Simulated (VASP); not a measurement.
# CsPbBr3 (Pm-3m) in VASP: single point with PBEsol

Aim: the single point of CsPbBr3 with PBEsol.

Everything below comes from runs of VASP 6.6.1. Logs are shortened: lines on timing, memory, paths and dates and some standing lists are left out, and cuts for length are marked.

## 1. The cell of the first run

The structure is cubic, space group Pm-3m (No. 221). Conventional cell: a = 6.059 Å, b = 6.059 Å, c = 6.059 Å, α = 90.00°, β = 90.00°, γ = 90.00°. Within 5.6 Å of Cs (site symmetry m-3m) lie 12 Br at 4.28 Å and 8 Pb at 5.25 Å. Pb (site symmetry m-3m) has 6 Br at 3.03 Å within 4.0 Å. Br (site symmetry 4/mmm) has 2 Pb at 3.03 Å within 4.0 Å.

## 2. Single point, PBEsol (volume scaled by 1.10)

Contents of INCAR:

```
PREC = Accurate ; ENCUT = 520
EDIFF = 1E-7 ; ISMEAR = 0
SIGMA = 0.02 ; LREAL = F
LASPH = T ; NELM = 60
ALGO = Normal ; ISIF = 2
LWAVE = F ; LCHARG = F
GGA = PS ; NBANDS = 30
```

Contents of KPOINTS:

```
Automatic mesh
0
Gamma
  6 6 6
```

Contents of POSCAR:

```
CsPbBr3
1.0
    6.0594842777      0.0000000000      0.0000000000
    0.0000000000      6.0594842777      0.0000000000
    0.0000000000      0.0000000000      6.0594842777
Cs Pb Br
1 1 3
Direct
    0.0000000000      0.0000000000      0.0000000000
    0.5000000000      0.5000000000      0.5000000000
    0.0000000000      0.5000000000      0.5000000000
    0.5000000000      0.0000000000      0.5000000000
    0.5000000000      0.5000000000      0.0000000000
```

Potentials or basis: VASP PAW PBE potentials, release 64 (Cs_sv, Pb_d, Br).

On the command line:

```sh
$ cat potpaw_PBE.64/Cs_sv/POTCAR potpaw_PBE.64/Pb_d/POTCAR potpaw_PBE.64/Br/POTCAR > POTCAR
$ mpirun -np 1 vasp_std > vasp.out
```

OUTCAR:

```text
PREC = Accurate
   ENCUT = 520
   EDIFF = 1E-7
   ISMEAR = 0
   LREAL = F
   LASPH = T
   NELM = 60
   ISIF = 2
   GGA = PS

 ion  position               nearest neighbor table
   1  0.000  0.000  0.000-
   2  0.500  0.500  0.500-   3 3.03   4 3.03   5 3.03   5 3.03   4 3.03   3 3.03
   3  0.000  0.500  0.500-   2 3.03   2 3.03
   4  0.500  0.000  0.500-   2 3.03   2 3.03
   5  0.500  0.500  0.000-   2 3.03   2 3.03

  LATTYP: Found a simple cubic cell.
 ALAT       =     6.0594842777

  Lattice vectors:

 A1 = (   6.0594842777,   0.0000000000,   0.0000000000)
 A2 = (   0.0000000000,   6.0594842777,   0.0000000000)
 A3 = (   0.0000000000,   0.0000000000,   6.0594842777)

Analysis of symmetry for initial positions (statically):
=====================================================================
 Subroutine PRICEL returns:
 Original cell was already a primitive cell.

 Routine SETGRP: Setting up the symmetry group for a
 simple cubic supercell.

 Subroutine GETGRP returns: Found 48 space group operations
 (whereof 48 operations were pure point group operations)
 out of a pool of 48 trial point group operations.

The static configuration has the point symmetry O_h .

Analysis of symmetry for dynamics (positions and initial velocities):
=====================================================================
 Subroutine PRICEL returns:
 Original cell was already a primitive cell.

 Routine SETGRP: Setting up the symmetry group for a
 simple cubic supercell.

 Subroutine GETGRP returns: Found 48 space group operations
 (whereof 48 operations were pure point group operations)
 out of a pool of 48 trial point group operations.

The dynamic configuration has the point symmetry O_h .

 Subroutine INISYM returns: Found 48 space group operations
 (whereof 48 operations are pure point group operations),
 and found     1 'primitive' translations

----------------------------------------------------------------------------------------

                                     Primitive cell

  volume of cell :     222.4882

  direct lattice vectors                    reciprocal lattice vectors
     6.059484278  0.000000000  0.000000000     0.165030546  0.000000000  0.000000000
     0.000000000  6.059484278  0.000000000     0.000000000  0.165030546  0.000000000
     0.000000000  0.000000000  6.059484278     0.000000000  0.000000000  0.165030546

  length of vectors
     6.059484278  6.059484278  6.059484278     0.165030546  0.165030546  0.165030546

  position of ions in fractional coordinates (direct lattice)
     0.000000000  0.000000000  0.000000000
     0.500000000  0.500000000  0.500000000
     0.000000000  0.500000000  0.500000000
     0.500000000  0.000000000  0.500000000
     0.500000000  0.500000000  0.000000000

  ion indices of the primitive-cell ions
   primitive index   ion index
                 1           1
                 2           2
                 3           3
                 4           4
                 5           5

----------------------------------------------------------------------------------------

 KPOINTS: Automatic mesh

Automatic generation of k-mesh.
 Grid dimensions read from file:
 generate k-points for:    6    6    6

 Generating k-lattice:

  Cartesian coordinates                     Fractional coordinates (reciprocal lattice)
     0.027505091  0.000000000  0.000000000     0.166666667  0.000000000  0.000000000
     0.000000000  0.027505091  0.000000000     0.000000000  0.166666667  0.000000000
     0.000000000  0.000000000  0.027505091     0.000000000  0.000000000  0.166666667

  Length of vectors
     0.027505091  0.027505091  0.027505091

  Shift w.r.t. Gamma in fractional coordinates (k-lattice)
     0.000000000  0.000000000  0.000000000

 Subroutine IBZKPT returns following result:
 ===========================================

 Found     20 irreducible k-points:

 Following reciprocal coordinates:
            Coordinates               Weight
  0.000000  0.000000  0.000000      1.000000
  0.166667  0.000000  0.000000      6.000000
  0.333333  0.000000  0.000000      6.000000
  0.500000  0.000000  0.000000      3.000000
  0.166667  0.166667  0.000000     12.000000
  0.333333  0.166667  0.000000     24.000000
[... 12 lines left out ...]
  0.500000  0.500000  0.333333      6.000000
  0.500000  0.500000  0.500000      1.000000
   k-points           NKPTS =     20   k-points in BZ     NKDIM =     20   number of bands    NBANDS=     30
   number of dos      NEDOS =    301   number of ions     NIONS =      5
   total plane-waves  NPLWV = 110592
   dimension x,y,z NGX =    48 NGY =   48 NGZ =   48
   dimension x,y,z NGXF=    96 NGYF=   96 NGZF=   96
   ions per type =               1   1   3
   NGX,Y,Z   is equivalent  to a cutoff of  13.17, 13.17, 13.17 a.u.
   NGXF,Y,Z  is equivalent  to a cutoff of  26.34, 26.34, 26.34 a.u.
 SYSTEM =  unknown system
   PREC   = accura    normal or accurate (medium, high low for compatibility)
   ISTART =      0    job   : 0-new  1-cont  2-samecut
   ICHARG =      2    charge: 1-file 2-atom 10-const
   ISPIN  =      1    spin polarized calculation?
   LNONCOLLINEAR =      F non collinear calculations
   LSORBIT =      F    spin-orbit coupling
   LASPH  =      T    aspherical Exc in radial PAW
   ENCUT  =  520.0 eV  38.22 Ry    6.18 a.u.  11.27 11.27 11.27*2*pi/ulx,y,z
   NELM   =     60;   NELMIN=  2; NELMDL= -5     # of ELM steps
   EDIFF  = 0.1E-06   stopping-criterion for ELM
   LREAL  =      F    real-space projection
   EDIFFG = 0.1E-05   stopping-criterion for IOM
   NSW    =      0    number of steps for IOM
   IBRION =     -1    ionic relax: 0-MD 1-quasi-New 2-CG
   NFREE  =      0    steps in history (QN), initial steepest desc. (CG)
   ISIF   =      2    stress and relaxation
   ISYM   =      2    0-nonsym 1-usesym 2-fastsym
   POTIM  = 0.5000    time-step for ionic-motion
   TEBEG  =    0.0;   TEEND  =   0.0 temperature during run
   PSTRESS=    0.0 pullay stress
   NELECT =      44.0000    total number of electrons
   NUPDOWN=      -1.0000    fix difference up-down
   EMIN   =  10.00;   EMAX   =-10.00  energy-range for DOS
   EFERMI =   0.00;   METHOD = LEGACY
   ISMEAR =     0;   SIGMA  =   0.02  broadening in eV -4-tet -1-fermi 0-gaus
   EFERMI_NEDOS =   21; number of points for ismear=-14 and -15
   IALGO  =     38    algorithm
   IMIX   =      4    mixing-type and parameters
     AMIX     =   0.40;   BMIX     =  1.00
     AMIX_MAG =   1.60;   BMIX_MAG =  1.00
  volume/ion in A,a.u.               =      44.50       300.28
  Fermi-wavevector in a.u.,A,eV,Ry     =   0.953799  1.802418 12.377655  0.909732
  Thomas-Fermi vector in A             =   2.082487
   LORBIT       =      0    0 simple, 1 ext, 2 COOP (PROOUT), +10 PAW based schemes
   GGA     = PS    functional components
   LHFCALC =     F    Hartree Fock is set to
   AEXX    =    0.0000 exact exchange contribution
   IVDW    =     0    specifies the selected vdW correction
   LEPSILON=     F    determine dielectric tensor
   LRPA    =     F    only Hartree local field effects (RPA)
 non-spin polarized calculation
 Gauss-broadening in eV      SIGMA  =   0.02
  energy-cutoff  :      520.00
  volume of cell :      222.49
 maximum number of plane-waves:      6031
 NGX is ok and might be reduce to    48
   NGX = 23   NGY = 23   NGZ = 23

 number of electron      44.0000000 magnetization

 Free energy of the ion-electron system (eV)
  ---------------------------------------------------
  ext. energy  EPLUGINS =         0.00000000
  ---------------------------------------------------
  free energy    TOTEN  =       -16.69904159 eV

  energy without entropy =      -16.69904159  energy(sigma->0) =      -16.69904159

 E-fermi :   0.2446     XC(G=0):  -7.4079

 val. band max:        0.1641650500   @ k =   0.5000   0.5000   0.5000
 cond. band min:       1.9378086097   @ k =   0.5000   0.5000   0.5000
 fundamental gap:      1.7736435597
 Fermi energy:         0.2446239991

 k-point     1 :       0.0000    0.0000    0.0000
  band No.  band energies     occupation
      1     -20.9033      2.00000
      2     -16.3169      2.00000
      3     -16.3169      2.00000
      4     -16.2221      2.00000
      5     -16.2221      2.00000
      6     -16.2221      2.00000
[... 22 lines left out ...]
     29       5.8770      0.00000
     30       5.8770      0.00000

 k-point     2 :       0.1667    0.0000    0.0000
  band No.  band energies     occupation
      1     -20.9031      2.00000
      2     -16.3169      2.00000
      3     -16.3077      2.00000
      4     -16.2222      2.00000
      5     -16.2222      2.00000
      6     -16.2220      2.00000
[... 22 lines left out ...]
     29       5.5710      0.00000
     30       5.9935      0.00000

 k-point     3 :       0.3333    0.0000    0.0000
  band No.  band energies     occupation
      1     -20.9028      2.00000
      2     -16.3169      2.00000
      3     -16.2889      2.00000
      4     -16.2225      2.00000
      5     -16.2225      2.00000
      6     -16.2220      2.00000
[... 22 lines left out ...]
     29       5.8063      0.00000
     30       6.4394      0.00000

 k-point     4 :       0.5000    0.0000    0.0000
  band No.  band energies     occupation
      1     -20.9027      2.00000
      2     -16.3169      2.00000
      3     -16.2795      2.00000
      4     -16.2226      2.00000
      5     -16.2226      2.00000
      6     -16.2220      2.00000
[... 22 lines left out ...]
     29       6.0055      0.00000
     30       6.8258      0.00000

 k-point     5 :       0.1667    0.1667    0.0000
  band No.  band energies     occupation
      1     -20.9030      2.00000
      2     -16.3123      2.00000
      3     -16.3029      2.00000
      4     -16.2223      2.00000
      5     -16.2222      2.00000
      6     -16.2222      2.00000
[... 22 lines left out ...]
     29       5.7292      0.00000
     30       6.0442      0.00000
[... 394 lines left out ...]
     29       6.1254      0.00000
     30       6.6142      0.00000

 k-point    18 :       0.5000    0.3333    0.3333
  band No.  band energies     occupation
      1     -20.9020      2.00000
      2     -16.2737      2.00000
      3     -16.2637      2.00000
      4     -16.2231      2.00000
      5     -16.2231      2.00000
      6     -16.2229      2.00000
[... 22 lines left out ...]
     29       5.9844      0.00000
     30       6.5214      0.00000

 k-point    19 :       0.5000    0.5000    0.3333
  band No.  band energies     occupation
      1     -20.9019      2.00000
      2     -16.2688      2.00000
      3     -16.2585      2.00000
      4     -16.2232      2.00000
      5     -16.2231      2.00000
      6     -16.2231      2.00000
[... 22 lines left out ...]
     29       5.8344      0.00000
     30       6.6672      0.00000

 k-point    20 :       0.5000    0.5000    0.5000
  band No.  band energies     occupation
      1     -20.9018      2.00000
      2     -16.2585      2.00000
      3     -16.2585      2.00000
      4     -16.2232      2.00000
      5     -16.2232      2.00000
      6     -16.2232      2.00000
[... 22 lines left out ...]
     29       5.7324      0.00000
     30       6.9065      0.00000

------------------------ aborting loop because EDIFF is reached ----------------------------------------

  FORCE on cell =-STRESS in cart. coord.  units (eV):
  Direction    XX          YY          ZZ          XY          YZ          ZX
  --------------------------------------------------------------------------------------
  -------------------------------------------------------------------------------------
  Total       -2.2511986     -2.2511986     -2.2511986      0.0000000      0.0000000     -0.0000000
  in kB      -16.2112836    -16.2112836    -16.2112836      0.0000000      0.0000000     -0.0000000
  external PRESSURE =     -16.2112836 kB  Pullay stress =       0.0000000 kB

 VOLUME and BASIS-vectors are now :
 -----------------------------------------------------------------------------
  energy-cutoff  :      520.00
  volume of cell :      222.49
      direct lattice vectors                 reciprocal lattice vectors
     6.059484278  0.000000000  0.000000000     0.165030546  0.000000000  0.000000000
     0.000000000  6.059484278  0.000000000     0.000000000  0.165030546  0.000000000
     0.000000000  0.000000000  6.059484278     0.000000000  0.000000000  0.165030546

 POSITION                                       TOTAL-FORCE (eV/Angst)
 -----------------------------------------------------------------------------------
      0.00000      0.00000      0.00000         0.000000      0.000000      0.000000
      3.02974      3.02974      3.02974         0.000000      0.000000      0.000000
      0.00000      3.02974      3.02974         0.000000      0.000000      0.000000
      3.02974      0.00000      3.02974         0.000000      0.000000      0.000000
      3.02974      3.02974      0.00000         0.000000      0.000000      0.000000
 -----------------------------------------------------------------------------------
    total drift:                                0.000000     -0.000000     -0.000000

  FREE ENERGIE OF THE ION-ELECTRON SYSTEM (eV)
  ---------------------------------------------------
  free  energy   TOTEN  =       -16.6990415855 eV

  energy  without entropy=      -16.6990415854  energy(sigma->0) =      -16.69904159
```

Run time: 2 min. Hardware: 1 thread of Oxide Virtual Turin-like, shared host; peak memory 0.37 GiB.

Results:

```yaml
Free_energy: -16.6990 eV
Pressure: -1.6 GPa
Band_gap_on_the_k_mesh: 1.77 eV, direct
```

Levels at points of the mesh, in eV from the valence-band top:
```tsv
k point	band 20	band 21	band 22	band 23	band 24	band 25
(0.00, 0.00, 0.00)	-1.46	-1.46	-1.46	3.33	4.62	4.62
(0.50, 0.00, 0.00)	-1.54	-1.54	-1.12	2.66	4.72	5.22
(0.50, 0.50, 0.00)	-1.73	-1.14	-0.55	2.25	2.25	4.85
(0.50, 0.50, 0.50)	-1.13	-1.13	0.00	1.77	1.77	1.77
```

Caveat: the PAW data sets were made with another functional, which shifts forces and pressure a little; spin-orbit coupling is left out, which moves the levels of the heavy elements. A k mesh can miss the band edges.
